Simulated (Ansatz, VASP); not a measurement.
## BN: VASP beside Ansatz

File POSCAR:

```
BN
1.0
    2.5009264718      0.0000000000      0.0000000000
   -1.2504632359      2.1658658576      0.0000000000
    0.0000000000      0.0000000000      7.2867184603
B N
2 2
Direct
    0.3333333333      0.6666666667      0.2500000000
    0.6666666667      0.3333333333      0.7500000000
    0.3333333333      0.6666666667      0.7500000000
    0.6666666667      0.3333333333      0.2500000000
```

INCAR.step1

```
PREC = Accurate
ENCUT = 520
ISMEAR = 0
SIGMA = 0.02
LREAL = F
LASPH = T
NELM = 60
NBANDS = 16
GGA = PE
ALGO = Normal
EDIFF = 1E-4
LWAVE = T
LCHARG = F
```

File INCAR.step2:

```
PREC = Accurate
ENCUT = 520
EDIFF = 1E-6
ISMEAR = 0
SIGMA = 0.02
LREAL = F
LASPH = T
NELM = 60
ALGO = Normal
ISIF = 2
LWAVE = F
LCHARG = F
METAGGA = R2SCAN
LMIXTAU = T
NBANDS = 16
ISTART = 1
```

File KPOINTS:

```
Automatic mesh
0
Gamma
  12 12 4
```

Input for Ansatz:

```yaml
crystal:
  lattice:
    - [2.5009264718, 0.0, 0.0]
    - [-1.2504632359, 2.1658658576, 0.0]
    - [0.0, 0.0, 7.2867184603]
  atoms:
    - { symbol: B, position: [0.3333333333, 0.6666666667, 0.25] }
    - { symbol: B, position: [0.6666666667, 0.3333333333, 0.75] }
    - { symbol: "N", position: [0.3333333333, 0.6666666667, 0.75] }
    - { symbol: "N", position: [0.6666666667, 0.3333333333, 0.25] }
basis:
  ecutwfc: 500
kpoints:
  mp_grid: { grid: [12, 12, 4] }
hamiltonian:
  xc: r2scan
scf:
  occupations: { method: gaussian, width: 0.02 }
output:
  forces: true
  stress: true
  eigenvalues: true
```

Change from the starting cell: strain along c alone, the other axes held, atoms relaxed: +6.0 %.

Alike in both runs: task single point; functional r2SCAN; k mesh 12 × 12 × 4; occupations gaussian, width 0.02 eV; no spin polarisation.

|  | VASP | Ansatz |
| --- | --- | --- |
| version | VASP 6.6.1 | Ansatz 0.2.0 |
| potentials or method | VASP PAW PBE potentials, release 64 (B, N), cutoff 520 eV | scalar-relativistic, plane waves, PAW |
| valence electrons in the cell | 16 | 16 |

```csv
,VASP,Ansatz,Ansatz less VASP
gap on the k mesh at the Fermi level (eV),5.01,4.98,-0.039
least direct gap on the mesh (eV),5.39,5.33,-0.062
pressure (GPa),0.1,-0.3,-0.35
"traceless stress, the component that is largest in VASP (GPa)",-1.11,-0.48,+0.623
```

VASP's potentials were made for PBE, not for r2SCAN.
